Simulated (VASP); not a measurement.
# MgB4C (Cmmm) in VASP: relaxation of cell and atoms with PBE

Aim: the relaxation of cell and atoms of MgB4C with PBE.

Everything below comes from runs of VASP 6.6.1. Logs are shortened: lines on timing, memory, paths and dates and some standing lists are left out, and cuts for length are marked.

## Step 1: The cell of the first run

It takes space group Cmmm (No. 65, orthorhombic). Conventional cell: a = 5.725 Å, b = 8.654 Å, c = 3.622 Å, α = 90.00°, β = 90.00°, γ = 90.00°. Mg (site symmetry mmm) has 2 C at 1.81 Å and 4 B at 2.07 Å within 2.4 Å. Within 2.2 Å of B (site symmetry m) lie 2 B at 1.64 to 1.98 Å and 1 C at 2.00 Å and 1 Mg at 2.07 Å. Within 2.4 Å of C (site symmetry mmm) lie 2 Mg at 1.81 Å and 4 B at 2.00 Å.

The cell was built from a structure type or drawn by symmetry, and may not be a known phase.

## Step 2: Relaxation of cell and atoms, PBE

The input, INCAR:

```
SYSTEM = MgB4C
ALGO = Normal
EDIFF = 1E-6
EDIFFG = -0.01
ENCUT = 600
GGA = PE
IBRION = 2
ISIF = 3
ISMEAR = 0
LASPH = .True.
LCHARG = .False.
LREAL = .False.
LWAVE = .False.
NELM = 80
NSW = 100
PREC = Accurate
SIGMA = 0.1
```

The input, KPOINTS:

```
k-points
0
Gamma
  8 8 10
  0 0 0
```

The input, POSCAR:

```
MgB4C
1.0
    2.8624376692     -4.3268367239      0.0000000000
    2.8624376692      4.3268367239      0.0000000000
    0.0000000000      0.0000000000      3.6219496683
Mg B C
1 4 1
Direct
    0.0000000000      0.0000000000      0.5000000000
    0.7893525221      0.2106474779      0.7730837691
    0.2106474779      0.7893525221      0.7730837691
    0.7893525221      0.2106474779      0.2269162309
    0.2106474779      0.7893525221      0.2269162309
    0.0000000000      0.0000000000      0.0000000000
```

Potentials or basis: VASP PAW PBE potentials, release 64 (Mg, B, C).

The run is started by

```
$ cat potpaw_PBE.64/Mg/POTCAR potpaw_PBE.64/B/POTCAR potpaw_PBE.64/C/POTCAR > POTCAR
$ mpirun -np 1 vasp_std > vasp.out
```

OUTCAR:

```text
SYSTEM = MgB4C
   EDIFF = 1E-6
   EDIFFG = -0.01
   ENCUT = 600
   GGA = PE
   IBRION = 2
   ISIF = 3
   ISMEAR = 0
   LASPH = .True.
   LREAL = .False.
   NELM = 80
   NSW = 100
   PREC = Accurate

 ion  position               nearest neighbor table
   1  0.000  0.000  0.500-   6 1.81   6 1.81   4 2.07   5 2.07   2 2.07   3 2.07
   2  0.789  0.211  0.773-   4 1.64   4 1.98   6 2.00   1 2.07
   3  0.211  0.789  0.773-   5 1.64   5 1.98   6 2.00   1 2.07
   4  0.789  0.211  0.227-   2 1.64   2 1.98   6 2.00   1 2.07
   5  0.211  0.789  0.227-   3 1.64   3 1.98   6 2.00   1 2.07
   6  0.000  0.000  0.000-   1 1.81   1 1.81   3 2.00   4 2.00   5 2.00   2 2.00

  LATTYP: Found a base centered orthorhombic cell.
 ALAT       =     5.7248753384
 B/A-ratio  =     1.5115915957
 C/A-ratio  =     0.6326687402

  Lattice vectors:

 A1 = (   2.8624376692,  -4.3268367239,   0.0000000000)
 A2 = (   2.8624376692,   4.3268367239,   0.0000000000)
 A3 = (   0.0000000000,   0.0000000000,   3.6219496683)

Analysis of symmetry for initial positions (statically):
=====================================================================
 Subroutine PRICEL returns:
 Original cell was already a primitive cell.

 Routine SETGRP: Setting up the symmetry group for a
 base centered orthorhombic supercell.

 Subroutine GETGRP returns: Found  8 space group operations
 (whereof  8 operations were pure point group operations)
 out of a pool of  8 trial point group operations.

The static configuration has the point symmetry D_2h.

Analysis of symmetry for dynamics (positions and initial velocities):
=====================================================================
 Subroutine PRICEL returns:
 Original cell was already a primitive cell.

 Routine SETGRP: Setting up the symmetry group for a
 base centered orthorhombic supercell.

 Subroutine GETGRP returns: Found  8 space group operations
 (whereof  8 operations were pure point group operations)
 out of a pool of  8 trial point group operations.

The dynamic configuration has the point symmetry D_2h.

 Subroutine INISYM returns: Found  8 space group operations
 (whereof  8 operations are pure point group operations),
 and found     1 'primitive' translations

----------------------------------------------------------------------------------------

                                     Primitive cell

  volume of cell :      89.7179

  direct lattice vectors                    reciprocal lattice vectors
     2.862437669 -4.326836724  0.000000000     0.174676293 -0.115557862  0.000000000
     2.862437669  4.326836724  0.000000000     0.174676293  0.115557862  0.000000000
     0.000000000  0.000000000  3.621949668     0.000000000  0.000000000  0.276094394

  length of vectors
     5.187973154  5.187973154  3.621949668     0.209440747  0.209440747  0.276094394

  position of ions in fractional coordinates (direct lattice)
     0.000000000  0.000000000  0.500000000
     0.789352522  0.210647478  0.773083769
     0.210647478  0.789352522  0.773083769
     0.789352522  0.210647478  0.226916231
     0.210647478  0.789352522  0.226916231
     0.000000000  0.000000000  0.000000000

  ion indices of the primitive-cell ions
   primitive index   ion index
                 1           1
                 2           2
                 3           3
                 4           4
                 5           5
                 6           6

----------------------------------------------------------------------------------------

 KPOINTS: k-points

Automatic generation of k-mesh.
 Grid dimensions read from file:
 generate k-points for:    8    8   10

 Generating k-lattice:

  Cartesian coordinates                     Fractional coordinates (reciprocal lattice)
     0.021834537 -0.014444733  0.000000000     0.125000000  0.000000000  0.000000000
     0.021834537  0.014444733  0.000000000     0.000000000  0.125000000  0.000000000
     0.000000000  0.000000000  0.027609439     0.000000000  0.000000000  0.100000000

  Length of vectors
     0.026180093  0.026180093  0.027609439

  Shift w.r.t. Gamma in fractional coordinates (k-lattice)
     0.000000000  0.000000000  0.000000000

 Subroutine IBZKPT returns following result:
 ===========================================

 Found    126 irreducible k-points:

 Following reciprocal coordinates:
            Coordinates               Weight
  0.000000  0.000000  0.000000      1.000000
  0.125000  0.000000  0.000000      4.000000
  0.250000  0.000000  0.000000      4.000000
  0.375000  0.000000  0.000000      4.000000
  0.500000  0.000000  0.000000      2.000000
  0.125000  0.125000  0.000000      2.000000
[... 16 lines left out ...]
  0.125000  0.000000  0.100000      8.000000
  0.250000  0.000000  0.100000      8.000000
 [... further k-points ...]
   k-points           NKPTS =    126   k-points in BZ     NKDIM =    126   number of bands    NBANDS=     13
   number of dos      NEDOS =    301   number of ions     NIONS =      6
   total plane-waves  NPLWV =  52920
   dimension x,y,z NGX =    42 NGY =   42 NGZ =   30
   dimension x,y,z NGXF=    84 NGYF=   84 NGZF=   60
   ions per type =               1   4   1
   NGX,Y,Z   is equivalent  to a cutoff of  13.46, 13.46, 13.77 a.u.
   NGXF,Y,Z  is equivalent  to a cutoff of  26.92, 26.92, 27.54 a.u.
 SYSTEM =  MgB4C
   PREC   = accura    normal or accurate (medium, high low for compatibility)
   ISTART =      0    job   : 0-new  1-cont  2-samecut
   ICHARG =      2    charge: 1-file 2-atom 10-const
   ISPIN  =      1    spin polarized calculation?
   LNONCOLLINEAR =      F non collinear calculations
   LSORBIT =      F    spin-orbit coupling
   LASPH  =      T    aspherical Exc in radial PAW
   ENCUT  =  600.0 eV  44.10 Ry    6.64 a.u.  10.36 10.36  7.23*2*pi/ulx,y,z
   NELM   =     80;   NELMIN=  2; NELMDL= -5     # of ELM steps
   EDIFF  = 0.1E-05   stopping-criterion for ELM
   LREAL  =      F    real-space projection
   EDIFFG = -.1E-01   stopping-criterion for IOM
   NSW    =    100    number of steps for IOM
   IBRION =      2    ionic relax: 0-MD 1-quasi-New 2-CG
   NFREE  =      1    steps in history (QN), initial steepest desc. (CG)
   ISIF   =      3    stress and relaxation
   ISYM   =      2    0-nonsym 1-usesym 2-fastsym
   POTIM  = 0.5000    time-step for ionic-motion
   TEBEG  =    0.0;   TEEND  =   0.0 temperature during run
   PSTRESS=    0.0 pullay stress
   NELECT =      18.0000    total number of electrons
   NUPDOWN=      -1.0000    fix difference up-down
   EMIN   =  10.00;   EMAX   =-10.00  energy-range for DOS
   EFERMI =   0.00;   METHOD = LEGACY
   ISMEAR =     0;   SIGMA  =   0.10  broadening in eV -4-tet -1-fermi 0-gaus
   EFERMI_NEDOS =   21; number of points for ismear=-14 and -15
   IALGO  =     38    algorithm
   IMIX   =      4    mixing-type and parameters
     AMIX     =   0.40;   BMIX     =  1.00
     AMIX_MAG =   1.60;   BMIX_MAG =  1.00
  volume/ion in A,a.u.               =      14.95       100.91
  Fermi-wavevector in a.u.,A,eV,Ry     =   0.958384  1.811082 12.496938  0.918499
  Thomas-Fermi vector in A             =   2.087486
   LORBIT       =      0    0 simple, 1 ext, 2 COOP (PROOUT), +10 PAW based schemes
   GGA     = PE    functional components
   LHFCALC =     F    Hartree Fock is set to
   AEXX    =    0.0000 exact exchange contribution
   IVDW    =     0    specifies the selected vdW correction
   LEPSILON=     F    determine dielectric tensor
   LRPA    =     F    only Hartree local field effects (RPA)
 conjugate gradient relaxation of ions
 non-spin polarized calculation
 Gauss-broadening in eV      SIGMA  =   0.10
  energy-cutoff  :      600.00
  volume of cell :       89.72
 maximum number of plane-waves:      3021
 NGX is ok and might be reduce to    42
   NGX = 21   NGY = 21   NGZ = 15

--------------------------------------- Ionic step        1  -------------------------------------------

 number of electron      18.0000000 magnetization

 Free energy of the ion-electron system (eV)
  ---------------------------------------------------
  ext. energy  EPLUGINS =         0.00000000
  ---------------------------------------------------
  free energy    TOTEN  =       -26.69305046 eV

  energy without entropy =      -26.68585862  energy(sigma->0) =      -26.68945454

------------------------ aborting loop because EDIFF is reached ----------------------------------------

  FORCE on cell =-STRESS in cart. coord.  units (eV):
  Direction    XX          YY          ZZ          XY          YZ          ZX
  --------------------------------------------------------------------------------------
  -------------------------------------------------------------------------------------
  Total       -0.3197079      0.2995242      0.9029335     -0.0000000      0.0000000      0.0000000
  in kB       -5.7093280      5.3488888     16.1245428     -0.0000000      0.0000000      0.0000000
  external PRESSURE =       5.2547012 kB  Pullay stress =       0.0000000 kB
[... 875 lines left out ...]
 k-point    24 :       0.2500    0.0000    0.1000
  band No.  band energies     occupation
      1      -1.2830      2.00000
      2      -0.4907      2.00000
      3       3.7811      2.00000
      4       5.8208      2.00000
      5      10.0503      2.00000
      6      11.0507      2.00000
      7      13.2011      2.00000
      8      14.4510      2.00000
      9      15.8073      2.00000
     10      17.4580      2.00000
     11      22.2676      0.00000
     12      24.7733      0.00000
     13      25.0355      0.00000

 [... further k-points ...]

[... ionic steps 4 to 61 ...]

--------------------------------------- Ionic step       62  -------------------------------------------

 number of electron      18.0000002 magnetization

------------------------ aborting loop because EDIFF is reached ----------------------------------------

  FORCE on cell =-STRESS in cart. coord.  units (eV):
  Direction    XX          YY          ZZ          XY          YZ          ZX
  --------------------------------------------------------------------------------------
  -------------------------------------------------------------------------------------
  Total        0.0728042     -0.0749083     -0.0020147     -0.0000000      0.0000000      0.0000000
  in kB        1.8928297     -1.9475331     -0.0523788     -0.0000000      0.0000000      0.0000000
  external PRESSURE =      -0.0356941 kB  Pullay stress =       0.0000000 kB
[... 65 lines left out ...]
  energy  without entropy=      -32.7887078208  energy(sigma->0) =      -32.79133490

--------------------------------------- Ionic step       64  -------------------------------------------

 number of electron      18.0000002 magnetization

 Free energy of the ion-electron system (eV)
  ---------------------------------------------------
  ext. energy  EPLUGINS =         0.00000000
  ---------------------------------------------------
  free energy    TOTEN  =       -32.79397948 eV

  energy without entropy =      -32.78872876  energy(sigma->0) =      -32.79135412

 E-fermi :   4.6026     XC(G=0): -10.2660

 val. band max:        4.5875673029   @ k =  -0.2500   0.2500   0.2000
 cond. band min:       4.6059449098   @ k =  -0.3750   0.1250   0.2000
 fundamental gap:      0.0183776070
 Fermi energy:         4.6026392721

 k-point     1 :       0.0000    0.0000    0.0000
  band No.  band energies     occupation
      1     -11.5687      2.00000
      2      -4.9485      2.00000
      3      -3.4988      2.00000
      4      -2.8913      2.00000
      5      -0.7680      2.00000
      6       1.1911      2.00000
      7       2.1096      2.00000
      8       3.6490      2.00000
      9       4.3616      1.99935
     10       5.7476      0.00000
     11       6.1194      0.00000
     12       7.2420      0.00000
[... 402 lines left out ...]
  FREE ENERGIE OF THE ION-ELECTRON SYSTEM (eV)
  ---------------------------------------------------
  free  energy   TOTEN  =       -32.7939794838 eV

  energy  without entropy=      -32.7887287631  energy(sigma->0) =      -32.79135412

 reached required accuracy - stopping structural energy minimisation
```

It took 54 min on 1 thread of AMD EPYC 9R45 (Zen 5), shared host; peak memory 0.38 GiB.

Results:

```
Free energy                           : -32.7940 eV
Relaxed volume                        : 10.27 Å³/atom
Relaxed cell                          : a = 3.692 Å, b = 3.692 Å, c = 5.805 Å, α = 90.00°, β = 90.00°, γ = 128.89°
Space group after relaxing (to 0.1 Å) : Cmmm (No. 65)
Pressure after relaxing               : 0.0 GPa
Largest force after relaxing          : 0.006 eV/Å
Band gap on the k mesh                : zero (bands 9 and 10 overlap by 0.90 eV)
```

Forces on the atoms (eV/Å):
```
Mg   0.000  0.000  0.000
B    0.000  0.005 -0.003
B    0.000 -0.005 -0.003
B    0.000  0.005  0.003
B    0.000 -0.005  0.003
C    0.000  0.000  0.000
```

Final structure:
```cif
data_structure
_symmetry_space_group_name_H-M 'P 1'
_symmetry_Int_Tables_number 1
_cell_length_a 3.6923
_cell_length_b 3.6923
_cell_length_c 5.8048
_cell_angle_alpha 90.000
_cell_angle_beta 90.000
_cell_angle_gamma 128.890
_cell_volume 61.60
loop_
_atom_site_label
_atom_site_type_symbol
_atom_site_fract_x
_atom_site_fract_y
_atom_site_fract_z
_atom_site_occupancy
Mg1 Mg 0.00000 0.00000 0.50000 1
B1 B 0.80330 0.19670 0.84010 1
B2 B 0.19670 0.80330 0.84010 1
B3 B 0.80330 0.19670 0.15990 1
B4 B 0.19670 0.80330 0.15990 1
C1 C 0.00000 0.00000 0.00000 1
```

Caveat: the volume moved by over 15 % at a fixed basis, so the end points are rough.
